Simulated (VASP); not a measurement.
## Mg6NbSi: single point with PBE

Mg6NbSi:

```
Nb Si Mg
1.0
     4.81729    0.00000    0.00000
     0.00000    3.12547    5.30688
     0.00000   -3.12547    5.30688
Nb Si Mg
1 1 6
Direct
  0.50000 0.67926 0.67926
  0.00000 0.80804 0.80804
  0.50000 0.16781 0.16781
  0.50000 0.67222 0.16630
  0.50000 0.16630 0.67222
  0.00000 0.33375 0.33375
  0.00000 0.83195 0.34068
  0.00000 0.34068 0.83195
```

```json
{
 "Program": "VASP 6.6.1",
 "Task": "single point",
 "Functional": "PBE",
 "Potentials or basis": "VASP PAW PBE potentials, release 64 (Nb_sv, Si, Mg)",
 "Cutoff": "520 eV",
 "k mesh": "6 × 5 × 5",
 "Occupations": "fermi-dirac, width 0.05 eV",
 "Spin": "no spin polarisation",
 "Dipole correction": "no",
 "Further INCAR settings": "ALGO = Fast; EDIFF = 1e-07; NBANDS = 24"
}
```

```json
{
 "Pressure": "0.0 GPa",
 "Largest force": "0.081 eV/Å"
}
```

Forces in eV/Å, atoms in the order of the input:
```
Nb   0.000  0.000  0.050
Si   0.000  0.000 -0.081
Mg   0.000  0.000  0.016
Mg   0.000 -0.010  0.021
Mg   0.000  0.010  0.021
Mg   0.000  0.000  0.007
Mg   0.000 -0.016 -0.017
Mg   0.000  0.016 -0.017
```

Stress tensor (GPa, compression positive):
```
 0.02  0.00  0.00
 0.00 -0.25  0.00
 0.00  0.00  0.13
```

Levels at points of the mesh, in eV from the Fermi level:
```
           k point  band 11  band 12  band 13  band 14  band 15  band 16  band 17  band 18  band 19  band 20
(0.00, 0.00, 0.00)    -2.14    -2.13    -0.86    -0.72    -0.39     0.77     0.87     1.88     2.69     3.16
(0.50, 0.00, 0.00)    -1.64    -1.36    -1.15    -1.08    -0.96    -0.37    -0.35    -0.19     1.49     2.10
```

Run time: 5.1 min on 1 thread of Intel Xeon 6975P-C, on a shared host, peak memory 0.36 GiB.
